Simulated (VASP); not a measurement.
**Al: single point with r2SCAN**

Al:

```
Al
1.0
     0.00000    2.97300    2.97300
     2.97300    0.00000    2.97300
     2.97300    2.97300    0.00000
Al
2
Direct
  0.12500 0.12500 0.12500
  0.87500 0.87500 0.87500
```

This cell differs from its parent crystal: volume scaled by 0.96.

```
Program                : VASP 6.6.1
Task                   : single point
Functional             : r2SCAN
Potentials or basis    : VASP PAW PBE potentials, release 64 (Al)
Cutoff                 : 520 eV
k mesh                 : 10 × 10 × 10
Occupations            : fermi-dirac, width 0.1 eV
Spin                   : no spin polarisation
Dipole correction      : no
Further INCAR settings : ALGO = Normal; EDIFF = 1e-07; NBANDS = 10
```

```yaml
Pressure: 1.6 GPa
Band_gap_on_the_k_mesh: zero (band 3 reaches 5.37 eV, above the bottom of band 4 at 1.57 eV)
```

Levels at points of the mesh, in eV from the Fermi level:
| k point | band 1 | band 2 | band 3 | band 4 | band 5 | band 6 |
| --- | --- | --- | --- | --- | --- | --- |
| (0.00, 0.00, 0.00) | -8.49 | 2.33 | 2.33 | 2.33 | 4.28 | 4.28 |
| (0.50, 0.00, 0.00) | -6.24 | -4.16 | 1.20 | 1.20 | 3.87 | 4.71 |
| (0.50, 0.50, 0.00) | -4.61 | -4.61 | -0.46 | -0.46 | 2.37 | 2.37 |

It took 49 s on 1 thread of AMD EPYC 9R45 96-Core Processor (Zen 5), on a shared host, peak memory 0.15 GiB.

Caveat: the PAW data sets were made with another functional, which shifts forces and pressure a little.
